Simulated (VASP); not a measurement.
Set up this calculation in VASP 6.6.1, as the native input.

| Item | Value |
| --- | --- |
| Task | single point |
| Functional | r2SCAN |
| Potentials or basis | VASP PAW PBE potentials, release 64 (Pt, Se) |
| Cutoff | 520 eV |
| k mesh | 8 × 8 × 8 |
| Occupations | fermi-dirac, width 0.05 eV |
| Spin | no spin polarisation |
| Dipole correction | no |
| Further INCAR settings | ALGO = Normal; EDIFF = 1e-07; NBANDS = 15 |

The system is PtSe.

```
Pt Se
1.0
     0.00000    3.03745    3.03745
     3.03745    0.00000    3.03745
     3.03745    3.03745    0.00000
Pt Se
1 1
Cartesian
  0.0000 0.0000 0.0000
  1.5187 1.5187 1.5187
```

The input as run:

POSCAR

```
PtSe
1.0
    0.0000000000      3.0374472300      3.0374472300
    3.0374472300      0.0000000000      3.0374472300
    3.0374472300      3.0374472300      0.0000000000
Pt Se
1 1
Direct
    0.0000000000      0.0000000000      0.0000000000
    0.2500000000      0.2500000000      0.2500000000
```

INCAR.step1

```
SYSTEM = PtSe
  PREC = Accurate
  ENCUT = 520
  ISMEAR = -1
  SIGMA = 0.05
  LREAL = .FALSE.
  LASPH = .TRUE.
  NELM = 80
  NBANDS = 15
  GGA = PE
  ALGO = Normal
  EDIFF = 1E-4
  LWAVE = .TRUE.
  LCHARG = .FALSE.
```

INCAR.step2

```
SYSTEM = PtSe
  PREC = Accurate
  ENCUT = 520
  EDIFF = 1E-7
  ISMEAR = -1
  SIGMA = 0.05
  LREAL = .FALSE.
  LASPH = .TRUE.
  NELM = 80
  ALGO = Normal
  ISIF = 2
  LWAVE = .FALSE.
  LCHARG = .FALSE.
  METAGGA = R2SCAN
  LMIXTAU = .TRUE.
  NBANDS = 15
  ISTART = 1
```

KPOINTS

```
Automatic mesh
0
G
  8 8 8
  0 0 0
```

Potentials or basis: VASP PAW PBE potentials, release 64 (Pt, Se).

Launch:

```bash
$ cat potpaw_PBE.64/Pt/POTCAR potpaw_PBE.64/Se/POTCAR > POTCAR
$ cp INCAR.step1 INCAR
$ mpirun -np 1 vasp_std > vasp.out
$ cp INCAR.step2 INCAR
$ mpirun -np 1 vasp_std > vasp.out
```

It gave:

| Item | Value |
| --- | --- |
| Pressure | -13.5 GPa |
| Band gap on the k mesh | zero (bands 8 and 9 overlap by 2.68 eV) |

Caveat: the cell stands under tension; the PAW data sets were made with another functional, which shifts forces and pressure a little; spin-orbit coupling is left out, which moves the levels of the heavy elements.

It took 52 s on 1 thread of Intel(R) Xeon(R) 6975P-C (Granite Rapids), on a shared host, peak memory 0.19 GiB.
